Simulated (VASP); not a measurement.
# Cu (Fm-3m) in VASP: a series of runs, part 2 of 2

VASP 6.6.1. Earlier steps stand in the parts before.

## 3. Density of states, PBEsol (volume scaled by 0.88)

The input, POSCAR:

```
Cu
1.0
    0.0000000000      1.7075733485      1.7075733485
    1.7075733485      0.0000000000      1.7075733485
    1.7075733485      1.7075733485      0.0000000000
Cu
1
Direct
    0.0000000000      0.0000000000      0.0000000000
```

The input, INCAR.step1:

```
  ALGO = Normal
  EDIFF = 1E-6
  ENCUT = 520
  GGA = PS
  ISIF = 2
  ISMEAR = -1
  LASPH = T
  LCHARG = T
  LMAXMIX = 4
  LREAL = F
  LWAVE = F
  NBANDS = 12
  NELM = 80
  PREC = Accurate
  SIGMA = 0.08
```

The input, KPOINTS.step1:

```
k-points
0
Gamma
  20 20 20
```

The input, INCAR.step2:

```
  ALGO = Normal
  EDIFF = 1E-6
  ENCUT = 520
  GGA = PS
  ICHARG = 11
  ISIF = 2
  ISMEAR = -5
  LASPH = T
  LCHARG = F
  LMAXMIX = 4
  LORBIT = 11
  LREAL = F
  LWAVE = F
  NBANDS = 12
  NEDOS = 1001
  NELM = 80
  PREC = Accurate
  SIGMA = 0.08
```

The input, KPOINTS.step2:

```
k-points
0
Gamma
  30 30 30
```

Potentials or basis: VASP PAW PBE potentials, release 64 (Cu).

Launch:

```
$ cat potpaw_PBE.64/Cu/POTCAR > POTCAR
$ cp INCAR.step1 INCAR
$ cp KPOINTS.step1 KPOINTS
$ mpirun -np 1 vasp_std > vasp.out
$ cp INCAR.step2 INCAR
$ cp KPOINTS.step2 KPOINTS
$ mpirun -np 1 vasp_std > vasp.out
```

OUTCAR:

```text
EDIFF = 1E-6
   ENCUT = 520
   GGA = PS
   ICHARG = 11
   ISIF = 2
   ISMEAR = -5
   LASPH = T
   LORBIT = 11
   LREAL = F
   NELM = 80
   PREC = Accurate

 ion  position               nearest neighbor table
   1  0.000  0.000  0.000-

  LATTYP: Found a face centered cubic cell.
 ALAT       =     3.4151466970

  Lattice vectors:

 A1 = (   0.0000000000,   1.7075733485,   1.7075733485)
 A2 = (   1.7075733485,   0.0000000000,   1.7075733485)
 A3 = (   1.7075733485,   1.7075733485,   0.0000000000)

Analysis of symmetry for initial positions (statically):
=====================================================================
 Subroutine PRICEL returns:
 Original cell was already a primitive cell.

 Routine SETGRP: Setting up the symmetry group for a
 face centered cubic supercell.

 Subroutine GETGRP returns: Found 48 space group operations
 (whereof 48 operations were pure point group operations)
 out of a pool of 48 trial point group operations.

The static configuration has the point symmetry O_h .

Analysis of symmetry for dynamics (positions and initial velocities):
=====================================================================
 Subroutine PRICEL returns:
 Original cell was already a primitive cell.

 Routine SETGRP: Setting up the symmetry group for a
 face centered cubic supercell.

 Subroutine GETGRP returns: Found 48 space group operations
 (whereof 48 operations were pure point group operations)
 out of a pool of 48 trial point group operations.

The dynamic configuration has the point symmetry O_h .

 Subroutine INISYM returns: Found 48 space group operations
 (whereof 48 operations are pure point group operations),
 and found     1 'primitive' translations

----------------------------------------------------------------------------------------

                                     Primitive cell

  volume of cell :       9.9579

  direct lattice vectors                    reciprocal lattice vectors
     0.000000000  1.707573348  1.707573348    -0.292813190  0.292813190  0.292813190
     1.707573348  0.000000000  1.707573348     0.292813190 -0.292813190  0.292813190
     1.707573348  1.707573348  0.000000000     0.292813190  0.292813190 -0.292813190

  length of vectors
     2.414873388  2.414873388  2.414873388     0.507167323  0.507167323  0.507167323

  position of ions in fractional coordinates (direct lattice)
     0.000000000  0.000000000  0.000000000

  ion indices of the primitive-cell ions
   primitive index   ion index
                 1           1

----------------------------------------------------------------------------------------

 KPOINTS: k-points

Automatic generation of k-mesh.
 Grid dimensions read from file:
 generate k-points for:   30   30   30

 Generating k-lattice:

  Cartesian coordinates                     Fractional coordinates (reciprocal lattice)
    -0.009760440  0.009760440  0.009760440     0.033333333  0.000000000  0.000000000
     0.009760440 -0.009760440  0.009760440     0.000000000  0.033333333  0.000000000
     0.009760440  0.009760440 -0.009760440     0.000000000  0.000000000  0.033333333

  Length of vectors
     0.016905577  0.016905577  0.016905577

  Shift w.r.t. Gamma in fractional coordinates (k-lattice)
     0.000000000  0.000000000  0.000000000

 TETIRR: Found   3593 inequivalent tetrahedra from   162000

 Subroutine IBZKPT returns following result:
 ===========================================

 Found    752 irreducible k-points:

 Following reciprocal coordinates:
            Coordinates               Weight
  0.000000  0.000000  0.000000      1.000000
  0.033333  0.000000  0.000000      8.000000
  0.066667  0.000000  0.000000      8.000000
  0.100000  0.000000  0.000000      8.000000
  0.133333  0.000000  0.000000      8.000000
  0.166667  0.000000  0.000000      8.000000
[... 16 lines left out ...]
  0.233333  0.033333  0.000000     24.000000
  0.266667  0.033333  0.000000     24.000000
 [... further k-points ...]
   k-points           NKPTS =    752   k-points in BZ     NKDIM =    752   number of bands    NBANDS=     12
   number of dos      NEDOS =   1001   number of ions     NIONS =      1
   total plane-waves  NPLWV =   5832
   dimension x,y,z NGX =    18 NGY =   18 NGZ =   18
   dimension x,y,z NGXF=    36 NGYF=   36 NGZF=   36
   ions per type =               1
   NGX,Y,Z   is equivalent  to a cutoff of  12.39, 12.39, 12.39 a.u.
   NGXF,Y,Z  is equivalent  to a cutoff of  24.78, 24.78, 24.78 a.u.
 SYSTEM =  unknown system
   PREC   = accura    normal or accurate (medium, high low for compatibility)
   ISTART =      0    job   : 0-new  1-cont  2-samecut
   ICHARG =     11    charge: 1-file 2-atom 10-const
   ISPIN  =      1    spin polarized calculation?
   LNONCOLLINEAR =      F non collinear calculations
   LSORBIT =      F    spin-orbit coupling
   LASPH  =      T    aspherical Exc in radial PAW
   ENCUT  =  520.0 eV  38.22 Ry    6.18 a.u.   4.49  4.49  4.49*2*pi/ulx,y,z
   NELM   =     80;   NELMIN=  2; NELMDL=  0     # of ELM steps
   EDIFF  = 0.1E-05   stopping-criterion for ELM
   LREAL  =      F    real-space projection
   EDIFFG = 0.1E-04   stopping-criterion for IOM
   NSW    =      0    number of steps for IOM
   IBRION =     -1    ionic relax: 0-MD 1-quasi-New 2-CG
   NFREE  =      0    steps in history (QN), initial steepest desc. (CG)
   ISIF   =      2    stress and relaxation
   ISYM   =      2    0-nonsym 1-usesym 2-fastsym
   POTIM  = 0.5000    time-step for ionic-motion
   TEBEG  =    0.0;   TEEND  =   0.0 temperature during run
   PSTRESS=    0.0 pullay stress
   NELECT =      11.0000    total number of electrons
   NUPDOWN=      -1.0000    fix difference up-down
   EMIN   =  10.00;   EMAX   =-10.00  energy-range for DOS
   EFERMI =   0.00;   METHOD = LEGACY
   ISMEAR =    -5;   SIGMA  =   0.08  broadening in eV -4-tet -1-fermi 0-gaus
   EFERMI_NEDOS =   21; number of points for ismear=-14 and -15
   IALGO  =     38    algorithm
   IMIX   =      4    mixing-type and parameters
     AMIX     =   0.40;   BMIX     =  1.00
     AMIX_MAG =   1.60;   BMIX_MAG =  1.00
  volume/ion in A,a.u.               =       9.96        67.20
  Fermi-wavevector in a.u.,A,eV,Ry     =   1.692322  3.198025 38.966461  2.863954
  Thomas-Fermi vector in A             =   2.773929
   LORBIT       =     11    0 simple, 1 ext, 2 COOP (PROOUT), +10 PAW based schemes
   GGA     = PS    functional components
   LHFCALC =     F    Hartree Fock is set to
   AEXX    =    0.0000 exact exchange contribution
   IVDW    =     0    specifies the selected vdW correction
   LEPSILON=     F    determine dielectric tensor
   LRPA    =     F    only Hartree local field effects (RPA)
 non-spin polarized calculation
 Fermi weights with tetrahedron method with Bloechl corrections
  energy-cutoff  :      520.00
  volume of cell :        9.96
 maximum number of plane-waves:       283
 NGX is ok and might be reduce to    18

 number of electron      11.0000012 magnetization

 Free energy of the ion-electron system (eV)
  ---------------------------------------------------
  ext. energy  EPLUGINS =         0.00000000
  ---------------------------------------------------
  free energy    TOTEN  =        -4.19178616 eV

  energy without entropy =       -4.19178616  energy(sigma->0) =       -4.19178616

 E-fermi :   9.7714     XC(G=0): -13.9362

 val. band max:        9.7518779369   @ k =   0.5000   0.3000   0.1333
 cond. band min:       9.7755873861   @ k =  -0.4000   0.1333   0.0000
 fundamental gap:      0.0237094492
 Fermi energy:         9.7713915655

 k-point     1 :       0.0000    0.0000    0.0000
  band No.  band energies     occupation
      1      -1.0639      2.00000
      2       6.0995      2.00000
      3       6.0995      2.00000
      4       6.0995      2.00000
      5       7.1827      2.00000
      6       7.1827      2.00000
      7      33.6331      0.00000
      8      37.6209      0.00000
      9      37.6209      0.00000
     10      37.6209      0.00000
     11      40.3779      0.00000
     12      40.3779      0.00000
[... 331 lines left out ...]
 k-point    24 :       0.2667    0.0333    0.0000
  band No.  band energies     occupation
      1       1.4357      2.00000
      2       5.7268      2.00000
      3       6.2948      2.00000
      4       6.3126      2.00000
      5       7.2358      2.00000
      6       7.3785      2.00000
      7      23.3810      0.00000
      8      33.2940      0.00000
      9      33.9921      0.00000
     10      36.6965      0.00000
     11      39.5269      0.00000
     12      41.9250      0.00000

 [... further k-points ...]
[... 5 lines left out ...]
  --------------------------------------------------------------------------------------
  -------------------------------------------------------------------------------------
  Total        1.8167662      1.8167662      1.8167662      0.0000000     -0.0000000      0.0000000
  in kB      292.3085606    292.3085606    292.3085606      0.0000000     -0.0000000      0.0000000
  external PRESSURE =     292.3085606 kB  Pullay stress =       0.0000000 kB

 VOLUME and BASIS-vectors are now :
 -----------------------------------------------------------------------------
  energy-cutoff  :      520.00
  volume of cell :        9.96
      direct lattice vectors                 reciprocal lattice vectors
     0.000000000  1.707573348  1.707573348    -0.292813190  0.292813190  0.292813190
     1.707573348  0.000000000  1.707573348     0.292813190 -0.292813190  0.292813190
     1.707573348  1.707573348  0.000000000     0.292813190  0.292813190 -0.292813190

 POSITION                                       TOTAL-FORCE (eV/Angst)
 -----------------------------------------------------------------------------------
      0.00000      0.00000      0.00000         0.000000     -0.000000      0.000000
 -----------------------------------------------------------------------------------
    total drift:                                0.000000     -0.000000     -0.000000

  FREE ENERGIE OF THE ION-ELECTRON SYSTEM (eV)
  ---------------------------------------------------
  free  energy   TOTEN  =        -4.1917861633 eV

  energy  without entropy=       -4.1917861633  energy(sigma->0) =       -4.19178616

 total charge

# of ion       s       p       d       tot
------------------------------------------
    1        0.516   0.528   9.197  10.241
```

OUTCAR.step1:

```text
EDIFF = 1E-6
   ENCUT = 520
   GGA = PS
   ISIF = 2
   ISMEAR = -1
   LASPH = T
[... 575 lines left out ...]

 POSITION                                       TOTAL-FORCE (eV/Angst)
 -----------------------------------------------------------------------------------
      0.00000      0.00000      0.00000         0.000000      0.000000      0.000000
 -----------------------------------------------------------------------------------
    total drift:                                0.000000     -0.000000     -0.000000

  FREE ENERGIE OF THE ION-ELECTRON SYSTEM (eV)
  ---------------------------------------------------
  free  energy   TOTEN  =        -4.1949584260 eV

  energy  without entropy=       -4.1894295821  energy(sigma->0) =       -4.19219400
```

OSZICAR.step1:

```text
N       E                     dE             d eps       ncg     rms          rms(c)
DAV:   1     0.413314712728E+02    0.41331E+02   -0.54408E+03  6988   0.161E+03
DAV:   2    -0.406572254321E+01   -0.45397E+02   -0.41956E+02  6364   0.212E+02
DAV:   3    -0.531267095076E+01   -0.12469E+01   -0.12419E+01  7200   0.391E+01
DAV:   4    -0.531947077220E+01   -0.67998E-02   -0.67986E-02  6916   0.258E+00
DAV:   5    -0.531952690443E+01   -0.56132E-04   -0.56132E-04  7276   0.233E-01    0.850E+00
DAV:   6    -0.450630855843E+01    0.81322E+00   -0.14215E+01  7348   0.752E+01    0.319E+00
DAV:   7    -0.421544609708E+01    0.29086E+00   -0.18378E+00  7352   0.267E+01    0.746E-01
DAV:   8    -0.419589067083E+01    0.19555E-01   -0.78598E-03  8204   0.925E-01    0.220E-01
DAV:   9    -0.419494529815E+01    0.94537E-03   -0.41609E-03  8000   0.112E+00    0.178E-02
DAV:  10    -0.419495824718E+01   -0.12949E-04   -0.25013E-05  7064   0.666E-02    0.626E-03
DAV:  11    -0.419495842605E+01   -0.17887E-06   -0.57405E-07  5028   0.157E-02
   1 F= -.41949584E+01 E0= -.41921940E+01  d E =-.552884E-02
```

It took 2.1 min on 1 thread of Intel Xeon 8259CL, shared host; peak memory 0.19 GiB.

Results:

```
Valence electrons inside the program's atomic spheres : Cu 10.24
```

Levels at points of the mesh, in eV from the Fermi level:
| k point | band 3 | band 4 | band 5 | band 6 | band 7 | band 8 | band 9 | band 10 |
| --- | --- | --- | --- | --- | --- | --- | --- | --- |
| (0.00, 0.00, 0.00) | -3.67 | -3.67 | -2.59 | -2.59 | 23.86 | 27.85 | 27.85 | 27.85 |
| (0.50, 0.00, 0.00) | -3.72 | -1.85 | -1.85 | -1.63 | 4.62 | 22.28 | 24.73 | 24.73 |
| (0.50, 0.50, 0.00) | -1.87 | -1.67 | -1.67 | 1.27 | 8.31 | 14.36 | 14.36 | 19.35 |

Caveat: the PAW data sets were made with another functional, which shifts forces and pressure a little; tetrahedron occupations give inexact forces and stress in metals.

## 4. Density of states, PBEsol (volume scaled by 0.88)

POSCAR is that of step 3.

The input, INCAR.step1:

```
SYSTEM = Cu
  PREC = Accurate
  ENCUT = 520
  EDIFF = 1E-6
  ISMEAR = -1
  SIGMA = 0.08
  LREAL = .False.
  LASPH = .True.
  NELM = 80
  ALGO = Normal
  ISIF = 2
  LWAVE = .False.
  LCHARG = .True.
  LMAXMIX = 4
  GGA = PS
  NBANDS = 12
```

The input, KPOINTS.step1:

```
regular mesh
0
Gamma
  20 20 20
  0 0 0
```

The input, INCAR.step2:

```
SYSTEM = Cu
  PREC = Accurate
  ENCUT = 520
  EDIFF = 1E-6
  ISMEAR = -5
  SIGMA = 0.08
  LREAL = .False.
  LASPH = .True.
  NELM = 80
  ALGO = Normal
  ISIF = 2
  LWAVE = .False.
  LCHARG = .False.
  LMAXMIX = 4
  GGA = PS
  LORBIT = 11
  NEDOS = 2001
  ICHARG = 11
```

The input, KPOINTS.step2:

```
regular mesh
0
Gamma
  30 30 30
  0 0 0
```

Launch:

```
$ cat potpaw_PBE.64/Cu/POTCAR > POTCAR
$ cp INCAR.step1 INCAR
$ cp KPOINTS.step1 KPOINTS
$ mpirun -np 1 vasp_std > vasp.out
$ cp INCAR.step2 INCAR
$ cp KPOINTS.step2 KPOINTS
$ mpirun -np 1 vasp_std > vasp.out
```

Run time: 92 s. Hardware: 1 thread of Intel Xeon 8259CL, shared host; peak memory 0.18 GiB.

It converged, with:

- Valence electrons inside the program's atomic spheres: Cu 10.24

Levels at points of the mesh, in eV from the Fermi level:
```tsv
k point	band 3	band 4	band 5	band 6	band 7	band 8	band 9
(0.00, 0.00, 0.00)	-3.67	-3.67	-2.59	-2.59	23.86	27.85	27.85
(0.50, 0.00, 0.00)	-3.72	-1.85	-1.85	-1.63	4.62	22.28	24.73
(0.50, 0.50, 0.00)	-1.87	-1.67	-1.67	1.27	8.31	14.36	14.36
```

Caveat: the PAW data sets were made with another functional, which shifts forces and pressure a little; tetrahedron occupations give inexact forces and stress in metals.
